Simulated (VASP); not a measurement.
The system is CuO (Tenorite).

```
Cu O
1.0
     2.34185   -1.71130    0.00000
     2.34185    1.71130    0.00000
    -0.85003    0.00000    5.05787
Cu O
2 2
Direct
  0.00000 0.50000 0.00000
  0.50000 0.00000 0.50000
  0.58160 0.41840 0.25000
  0.41840 0.58160 0.75000
```

```yaml
Program: VASP 6.6.1
Task: relaxation of cell and atoms
Functional: PBE
Potentials_or_basis: VASP PAW PBE potentials, release 64 (Cu, O)
Cutoff: 600 eV
k_mesh: 7 × 7 × 4
Occupations: fermi-dirac, width 0.1 eV
Spin: no spin polarisation
```

At the start: pressure 6.4 GPa; volume 10.13 Å³/atom.

Problem. How do energy, volume and symmetry change on relaxing?

Solution. Over 29 steps the energy falls by 49.1 meV/atom and the volume is 11.19 Å³/atom (+10.5 %); space group Cccm (No. 66, to 0.05 Å).

The path:
| step | energy change (eV) | largest force (eV/Å) | pressure (GPa) | volume (Å³) |
| --- | --- | --- | --- | --- |
| 1 | 0.0000 | 0.2288 | 6.36 | 40.54 |
| 2 | -0.0298 | 0.3284 | -2.99 | 42.95 |
| 3 | -0.0352 | 0.2990 | -0.54 | 42.24 |
| 4 | -0.0501 | 0.2466 | -0.45 | 42.42 |
| 5 | -0.0795 | 0.0674 | 0.24 | 42.93 |
| 6 | -0.0545 | 0.3726 | 2.12 | 43.86 |
| 7 | -0.0844 | 0.0657 | 0.77 | 43.21 |
| 8 | -0.0963 | 0.0467 | 0.31 | 43.51 |
| 9 | -0.1249 | 0.0030 | -1.02 | 44.38 |
| 10 | -0.1497 | 0.0287 | -3.73 | 45.98 |
| 11 | -0.1646 | 0.0209 | -2.74 | 45.75 |
| 12 | -0.1797 | 0.0162 | -1.14 | 45.33 |
| 13 | -0.1750 | 0.0331 | 2.02 | 44.39 |
| 14 | -0.1833 | 0.0160 | 0.21 | 44.97 |
| 15 | -0.1884 | 0.0212 | -0.19 | 44.99 |
| 16 | -0.1924 | 0.0304 | -0.97 | 45.03 |
| 17 | -0.1925 | 0.0298 | -0.86 | 45.03 |
| 18 | -0.1936 | 0.0243 | 0.12 | 44.71 |
| 19 | -0.1936 | 0.0240 | 0.23 | 44.69 |
| 20 | -0.1936 | 0.0241 | 0.21 | 44.70 |
| 21 | -0.1940 | 0.0212 | 0.13 | 44.70 |
| 22 | -0.1949 | 0.0128 | 0.04 | 44.73 |
| 23 | -0.1955 | 0.0036 | -0.22 | 44.77 |
| 24 | -0.1959 | 0.0032 | -0.07 | 44.73 |
| 25 | -0.1962 | 0.0022 | 0.23 | 44.67 |
| 26 | -0.1962 | 0.0016 | 0.36 | 44.64 |
| 27 | -0.1964 | 0.0026 | 0.10 | 44.73 |
| 28 | -0.1964 | 0.0072 | -0.20 | 44.84 |
| 29 | -0.1964 | 0.0043 | 0.00 | 44.78 |

Final structure:
```cif
data_structure
_symmetry_space_group_name_H-M 'P 1'
_symmetry_Int_Tables_number 1
_cell_length_a 2.9442
_cell_length_b 2.9442
_cell_length_c 5.1756
_cell_angle_alpha 90.287
_cell_angle_beta 90.287
_cell_angle_gamma 86.515
_cell_volume 44.78
loop_
_atom_site_label
_atom_site_type_symbol
_atom_site_fract_x
_atom_site_fract_y
_atom_site_fract_z
_atom_site_occupancy
Cu1 Cu 0.00000 0.50000 0.00000 1
Cu2 Cu 0.50000 0.00000 0.50000 1
O1 O 0.50203 0.49797 0.25000 1
O2 O 0.49797 0.50203 0.75000 1
```

Caveat: the volume moved by +10 % from the deposited cell, more than functionals usually miss.
